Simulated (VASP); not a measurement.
Pt, 2 atoms in the cell. The structure is cubic, space group Fd-3m (No. 227). The conventional cell has a = 5.390 Å, b = 5.390 Å, c = 5.390 Å, α = 90.00°, β = 90.00°, γ = 90.00°. Pt (site symmetry -43m) has 4 Pt at 2.33 Å within 3.1 Å. 

| Quantity | Value |
| --- | --- |
| Program | VASP 6.6.1 |
| Task | relaxation of cell and atoms |
| Functional | LDA |
| Potentials or basis | VASP PAW LDA potentials, release 64 (Pt) |
| Cutoff | 600 eV |
| k mesh | 7 × 7 × 7 |
| Occupations | gaussian, width 0.05 eV |
| Spin | no spin polarisation |
| Dipole correction | no |
| Further INCAR settings | ALGO = Normal; EDIFF = 1e-07; IBRION = 2; EDIFFG = -0.03; NSW = 80; ISIF = 3 |

Potentials or basis: VASP PAW LDA potentials, release 64 (Pt).

The run is started by

```sh
$ cat potpaw_LDA.64/Pt/POTCAR > POTCAR
$ mpirun -np 1 vasp_std > vasp.out
```

Hardware: 1 thread of Intel Xeon 6975P-C, on a shared host.

Q: Estimate the wall time of this run.

A: Run time: 35 s on 1 thread of Intel Xeon 6975P-C, with other jobs on the host, peak memory 0.16 GiB. Counts: scf iterations 44, k points 20, ion steps 5.
